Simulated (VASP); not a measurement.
# GaP (zincblende type) (F-43m) in VASP: a series of runs

Runs on GaP (zincblende type). Level: LDA. Tasks: single point.

All numbers are computed with VASP 6.6.1; they aren't measurements. Logs are shortened: lines on timing, memory, paths and dates and some standing lists are left out, and cuts for length are marked.

## (1) The cell of the first run

It takes space group F-43m (No. 216, cubic). Conventional cell: a = 4.417 Å, b = 4.417 Å, c = 4.417 Å, α = 90.00°, β = 90.00°, γ = 90.00°. Ga (site symmetry -43m) has 4 P at 1.91 Å within 2.5 Å. Within 2.5 Å of P (site symmetry -43m) lie 4 Ga at 1.91 Å.

## (2) Single point, LDA (volume scaled by 0.55)

The input, INCAR:

```
SYSTEM = GaP
ALGO     = Normal         ! electronic algorithm
EDIFF    = 1E-7           ! SCF threshold, eV
ENCUT    = 520            ! plane-wave cutoff, eV
ISIF     = 2              ! what is computed and relaxed
ISMEAR   = -1             ! smearing method
LASPH    = .TRUE.         ! aspherical terms in the spheres
LCHARG   = .FALSE.        ! write CHGCAR
LREAL    = .FALSE.        ! projectors in reciprocal space
LWAVE    = .FALSE.        ! write WAVECAR
NBANDS   = 16             ! bands
NELM     = 80             ! most SCF steps
PREC     = Accurate       ! precision mode
SIGMA    = 0.1            ! smearing width, eV
```

The input, KPOINTS:

```
k-points
0
G
  13 13 13
  0 0 0
```

The input, POSCAR:

```
GaP
1.0
    0.0000000000      2.2085202512      2.2085202512
    2.2085202512      0.0000000000      2.2085202512
    2.2085202512      2.2085202512      0.0000000000
Ga P
1 1
Direct
    0.0000000000      0.0000000000      0.0000000000
    0.2500000000      0.2500000000      0.2500000000
```

Potentials or basis: VASP PAW LDA potentials, release 64 (Ga_d, P).

Started as:

```
$ cat potpaw_LDA.64/Ga_d/POTCAR potpaw_LDA.64/P/POTCAR > POTCAR
$ mpirun -np 1 vasp_std > vasp.out
```

OUTCAR:

```text
SYSTEM = GaP
   EDIFF = 1E-7
   ENCUT = 520
   ISIF = 2
   ISMEAR = -1
   LASPH = .TRUE.
   LREAL = .FALSE.
   NELM = 80
   PREC = Accurate

 ion  position               nearest neighbor table
   1  0.000  0.000  0.000-   2 1.91   2 1.91   2 1.91   2 1.91
   2  0.250  0.250  0.250-   1 1.91   1 1.91   1 1.91   1 1.91

  LATTYP: Found a face centered cubic cell.
 ALAT       =     4.4170405024

  Lattice vectors:

 A1 = (   0.0000000000,   2.2085202512,   2.2085202512)
 A2 = (   2.2085202512,   0.0000000000,   2.2085202512)
 A3 = (   2.2085202512,   2.2085202512,   0.0000000000)

Analysis of symmetry for initial positions (statically):
=====================================================================
 Subroutine PRICEL returns:
 Original cell was already a primitive cell.

 Routine SETGRP: Setting up the symmetry group for a
 face centered cubic supercell.

 Subroutine GETGRP returns: Found 24 space group operations
 (whereof 24 operations were pure point group operations)
 out of a pool of 48 trial point group operations.

The static configuration has the point symmetry T_d .

Analysis of symmetry for dynamics (positions and initial velocities):
=====================================================================
 Subroutine PRICEL returns:
 Original cell was already a primitive cell.

 Routine SETGRP: Setting up the symmetry group for a
 face centered cubic supercell.

 Subroutine GETGRP returns: Found 24 space group operations
 (whereof 24 operations were pure point group operations)
 out of a pool of 48 trial point group operations.

The dynamic configuration has the point symmetry T_d .

 Subroutine INISYM returns: Found 24 space group operations
 (whereof 24 operations are pure point group operations),
 and found     1 'primitive' translations

----------------------------------------------------------------------------------------

                                     Primitive cell

  volume of cell :      21.5444

  direct lattice vectors                    reciprocal lattice vectors
     0.000000000  2.208520251  2.208520251    -0.226395932  0.226395932  0.226395932
     2.208520251  0.000000000  2.208520251     0.226395932 -0.226395932  0.226395932
     2.208520251  2.208520251  0.000000000     0.226395932  0.226395932 -0.226395932

  length of vectors
     3.123319292  3.123319292  3.123319292     0.392129256  0.392129256  0.392129256

  position of ions in fractional coordinates (direct lattice)
     0.000000000  0.000000000  0.000000000
     0.250000000  0.250000000  0.250000000

[... 70 lines left out ...]
   ISPIN  =      1    spin polarized calculation?
   LNONCOLLINEAR =      F non collinear calculations
   LSORBIT =      F    spin-orbit coupling
   LASPH  =      T    aspherical Exc in radial PAW
   ENCUT  =  520.0 eV  38.22 Ry    6.18 a.u.   5.81  5.81  5.81*2*pi/ulx,y,z
   NELM   =     80;   NELMIN=  2; NELMDL= -5     # of ELM steps
   EDIFF  = 0.1E-06   stopping-criterion for ELM
   LREAL  =      F    real-space projection
   EDIFFG = 0.1E-05   stopping-criterion for IOM
   NSW    =      0    number of steps for IOM
   IBRION =     -1    ionic relax: 0-MD 1-quasi-New 2-CG
   NFREE  =      0    steps in history (QN), initial steepest desc. (CG)
   ISIF   =      2    stress and relaxation
   ISYM   =      2    0-nonsym 1-usesym 2-fastsym
   POTIM  = 0.5000    time-step for ionic-motion
   TEBEG  =    0.0;   TEEND  =   0.0 temperature during run
   PSTRESS=    0.0 pullay stress
   NELECT =      18.0000    total number of electrons
   NUPDOWN=      -1.0000    fix difference up-down
   EMIN   =  10.00;   EMAX   =-10.00  energy-range for DOS
   EFERMI =   0.00;   METHOD = LEGACY
   ISMEAR =    -1;   SIGMA  =   0.10  broadening in eV -4-tet -1-fermi 0-gaus
   EFERMI_NEDOS =   21; number of points for ismear=-14 and -15
   IALGO  =     38    algorithm
   IMIX   =      4    mixing-type and parameters
     AMIX     =   0.40;   BMIX     =  1.00
     AMIX_MAG =   1.60;   BMIX_MAG =  1.00
  volume/ion in A,a.u.               =      10.77        72.69
  Fermi-wavevector in a.u.,A,eV,Ry     =   1.541893  2.913756 32.346960  2.377435
  Thomas-Fermi vector in A             =   2.647775
   LORBIT       =      0    0 simple, 1 ext, 2 COOP (PROOUT), +10 PAW based schemes
   GGA     = CA    functional components
   LHFCALC =     F    Hartree Fock is set to
   AEXX    =    0.0000 exact exchange contribution
   IVDW    =     0    specifies the selected vdW correction
   LEPSILON=     F    determine dielectric tensor
   LRPA    =     F    only Hartree local field effects (RPA)
 non-spin polarized calculation
  energy-cutoff  :      520.00
  volume of cell :       21.54
 maximum number of plane-waves:       589
   NGX = 11   NGY = 11   NGZ = 11

 number of electron      18.0000007 magnetization

 Free energy of the ion-electron system (eV)
  ---------------------------------------------------
  ext. energy  EPLUGINS =         0.00000000
  ---------------------------------------------------
  free energy    TOTEN  =        -4.17885030 eV

  energy without entropy =       -4.17294732  energy(sigma->0) =       -4.17589881

 E-fermi :  13.4981     XC(G=0): -13.3052

 val. band max:       13.4045363057   @ k =   0.3846   0.3846   0.0000
 cond. band min:      13.5157863040   @ k =  -0.4615   0.4615   0.0000
 fundamental gap:      0.1112499982
 Fermi energy:        13.4980861453

 k-point     1 :       0.0000    0.0000    0.0000
  band No.  band energies     occupation
      1      -5.5815      2.00000
      2      -4.2141      2.00000
      3      -4.2141      2.00000
      4      -4.2141      2.00000
      5      -3.7367      2.00000
      6      -3.7367      2.00000
[... 433 lines left out ...]
      3      -4.0363      2.00000
      4      -3.8030      2.00000
      5      -3.6674      2.00000
      6      -1.0849      2.00000
[... 8 lines left out ...]
     15      27.2821      0.00000
     16      30.8371      0.00000

 [... further k-points ...]
[... 5 lines left out ...]
  --------------------------------------------------------------------------------------
  -------------------------------------------------------------------------------------
  Total       25.5239638     25.5239638     25.5239638      0.0000000      0.0000000      0.0000000
  in kB     1898.1238622   1898.1238622   1898.1238622      0.0000000      0.0000000      0.0000000
  external PRESSURE =    1898.1238622 kB  Pullay stress =       0.0000000 kB

 VOLUME and BASIS-vectors are now :
 -----------------------------------------------------------------------------
  energy-cutoff  :      520.00
  volume of cell :       21.54
      direct lattice vectors                 reciprocal lattice vectors
     0.000000000  2.208520251  2.208520251    -0.226395932  0.226395932  0.226395932
     2.208520251  0.000000000  2.208520251     0.226395932 -0.226395932  0.226395932
     2.208520251  2.208520251  0.000000000     0.226395932  0.226395932 -0.226395932

 POSITION                                       TOTAL-FORCE (eV/Angst)
 -----------------------------------------------------------------------------------
      0.00000      0.00000      0.00000         0.000000      0.000000      0.000000
      1.10426      1.10426      1.10426        -0.000000     -0.000000     -0.000000
 -----------------------------------------------------------------------------------
    total drift:                                0.000004      0.000004      0.000003

  FREE ENERGIE OF THE ION-ELECTRON SYSTEM (eV)
  ---------------------------------------------------
  free  energy   TOTEN  =        -4.1788503004 eV

  energy  without entropy=       -4.1729473196  energy(sigma->0) =       -4.17589881
```

OSZICAR:

```text
N       E                     dE             d eps       ncg     rms          rms(c)
DAV:   1     0.795731091501E+02    0.79573E+02   -0.90459E+03  3048   0.201E+03
DAV:   2    -0.412810459741E+00   -0.79986E+02   -0.75845E+02  3064   0.322E+02
DAV:   3    -0.502893117161E+01   -0.46161E+01   -0.45928E+01  3280   0.612E+01
DAV:   4    -0.508156489142E+01   -0.52634E-01   -0.52619E-01  3296   0.662E+00
DAV:   5    -0.508231237557E+01   -0.74748E-03   -0.74746E-03  3488   0.744E-01    0.967E+00
DAV:   6    -0.436306823686E+01    0.71924E+00   -0.59719E-01  4008   0.221E+01    0.644E+00
DAV:   7    -0.418542869970E+01    0.17764E+00   -0.38543E-01  3632   0.586E+00    0.241E+00
DAV:   8    -0.417953223374E+01    0.58965E-02   -0.23870E-02  3120   0.211E+00    0.110E+00
DAV:   9    -0.417903807976E+01    0.49415E-03   -0.26809E-03  3560   0.574E-01    0.276E-01
DAV:  10    -0.417885015991E+01    0.18792E-03   -0.16251E-04  3712   0.167E-01    0.953E-02
DAV:  11    -0.417885107035E+01   -0.91044E-06   -0.19357E-05  3736   0.482E-02    0.191E-02
DAV:  12    -0.417885032166E+01    0.74869E-06   -0.13428E-06  3328   0.118E-02    0.404E-03
DAV:  13    -0.417885030041E+01    0.21252E-07   -0.10157E-07  2472   0.364E-03
   1 F= -.41788503E+01 E0= -.41758988E+01  d E =-.590298E-02
```

stdout:

```text
POSCAR found type information on POSCAR GaP
 POSCAR found :  2 types and       2 ions
 scaLAPACK will be used
 LDA part: xc-table for (Slater(with rela. corr.)+CA(PZ))
 , standard interpolation
 POSCAR, INCAR and KPOINTS ok, starting setup
 FFT: planning ... GRIDC
 FFT: planning ... GRID_SOFT
 FFT: planning ... GRID
 WAVECAR not read
 entering main loop
```

Wall time 13 s (1 thread of Intel Xeon Platinum 8488C (Sapphire Rapids), shared host); peak memory 0.14 GiB.

Results:

```yaml
Free_energy: -4.1789 eV
Pressure: 189.8 GPa
Band_gap_on_the_k_mesh: zero (band 9 reaches 13.84 eV, above the bottom of band 10 at 13.33 eV)
```

Levels at points of the mesh, in eV from the Fermi level:
```
           k point  band 5  band 6  band 7  band 8  band 9  band 10  band 11  band 12  band 13  band 14
(0.00, 0.00, 0.00)  -17.23  -17.23    0.35    0.35    0.35     3.02     3.02     3.02     7.04    10.56
```

## (3) Single point, LDA (volume scaled by 0.55)

The input, INCAR:

```
ALGO = Normal
EDIFF = 1E-6
ENCUT = 520
GGA = CA
ISIF = 2
ISMEAR = -1
LASPH = T
LCHARG = F
LREAL = F
LWAVE = F
NBANDS = 16
NELM = 60
PREC = Accurate
SIGMA = 0.1
```

The input, KPOINTS:

```
k-points
0
Gamma
  13 13 13
```

POSCAR is that of step 2.

Potentials or basis: VASP PAW LDA potentials, release 64 (Ga_d, P).

Started as:

```
$ cat potpaw_LDA.64/Ga_d/POTCAR potpaw_LDA.64/P/POTCAR > POTCAR
$ mpirun -np 1 vasp_std > vasp.out
```

OUTCAR:

```text
EDIFF = 1E-6
   ENCUT = 520
   GGA = CA
   ISIF = 2
   ISMEAR = -1
   LASPH = T
   LREAL = F
   NELM = 60
   PREC = Accurate

 ion  position               nearest neighbor table
   1  0.000  0.000  0.000-   2 1.91   2 1.91   2 1.91   2 1.91
   2  0.250  0.250  0.250-   1 1.91   1 1.91   1 1.91   1 1.91

  LATTYP: Found a face centered cubic cell.
 ALAT       =     4.4170405024

  Lattice vectors:

 A1 = (   0.0000000000,   2.2085202512,   2.2085202512)
 A2 = (   2.2085202512,   0.0000000000,   2.2085202512)
 A3 = (   2.2085202512,   2.2085202512,   0.0000000000)

Analysis of symmetry for initial positions (statically):
=====================================================================
 Subroutine PRICEL returns:
 Original cell was already a primitive cell.

 Routine SETGRP: Setting up the symmetry group for a
 face centered cubic supercell.

 Subroutine GETGRP returns: Found 24 space group operations
 (whereof 24 operations were pure point group operations)
 out of a pool of 48 trial point group operations.

[... 152 lines left out ...]

 Free energy of the ion-electron system (eV)
  ---------------------------------------------------
  ext. energy  EPLUGINS =         0.00000000
  ---------------------------------------------------
  free energy    TOTEN  =        -4.17885031 eV

  energy without entropy =       -4.17294775  energy(sigma->0) =       -4.17589903

 E-fermi :  13.4981     XC(G=0): -13.3052

 val. band max:       13.4045458802   @ k =   0.3846   0.3846   0.0000
 cond. band min:      13.5158078769   @ k =  -0.4615   0.4615   0.0000
 fundamental gap:      0.1112619967
 Fermi energy:        13.4980716781

 k-point     1 :       0.0000    0.0000    0.0000
  band No.  band energies     occupation
      1      -5.5815      2.00000
      2      -4.2141      2.00000
      3      -4.2141      2.00000
      4      -4.2141      2.00000
      5      -3.7367      2.00000
      6      -3.7367      2.00000
[... 433 lines left out ...]
      3      -4.0363      2.00000
      4      -3.8030      2.00000
      5      -3.6674      2.00000
      6      -1.0849      2.00000
[... 8 lines left out ...]
     15      27.2820      0.00000
     16      30.8371      0.00000

 [... further k-points ...]
[... 5 lines left out ...]
  --------------------------------------------------------------------------------------
  -------------------------------------------------------------------------------------
  Total       25.5131039     25.5131039     25.5131039      0.0000000      0.0000000      0.0000000
  in kB     1897.3162479   1897.3162479   1897.3162479      0.0000000      0.0000000      0.0000000
  external PRESSURE =    1897.3162479 kB  Pullay stress =       0.0000000 kB

 VOLUME and BASIS-vectors are now :
 -----------------------------------------------------------------------------
  energy-cutoff  :      520.00
  volume of cell :       21.54
      direct lattice vectors                 reciprocal lattice vectors
     0.000000000  2.208520251  2.208520251    -0.226395932  0.226395932  0.226395932
     2.208520251  0.000000000  2.208520251     0.226395932 -0.226395932  0.226395932
     2.208520251  2.208520251  0.000000000     0.226395932  0.226395932 -0.226395932

 POSITION                                       TOTAL-FORCE (eV/Angst)
 -----------------------------------------------------------------------------------
      0.00000      0.00000      0.00000        -0.000000     -0.000000     -0.000000
      1.10426      1.10426      1.10426         0.000000      0.000000      0.000000
 -----------------------------------------------------------------------------------
    total drift:                                0.000004      0.000004      0.000003

  FREE ENERGIE OF THE ION-ELECTRON SYSTEM (eV)
  ---------------------------------------------------
  free  energy   TOTEN  =        -4.1788503106 eV

  energy  without entropy=       -4.1729477454  energy(sigma->0) =       -4.17589903
```

stdout:

```text
POSCAR found type information on POSCAR GaP
 POSCAR found :  2 types and       2 ions
 scaLAPACK will be used
 LDA part: xc-table for (Slater(with rela. corr.)+CA(PZ))
 , standard interpolation
 POSCAR, INCAR and KPOINTS ok, starting setup
 FFT: planning ... GRIDC
 FFT: planning ... GRID_SOFT
 FFT: planning ... GRID
 WAVECAR not read
 entering main loop
```

Run time: 11 s. Hardware: 1 thread of Intel Xeon Platinum 8488C (Sapphire Rapids), shared host; peak memory 0.14 GiB.

Results:

| Property | Result |
| --- | --- |
| Free energy | -4.1789 eV |
| Pressure | 189.7 GPa |
| Band gap on the k mesh | zero (band 9 reaches 13.84 eV, above the bottom of band 10 at 13.33 eV) |
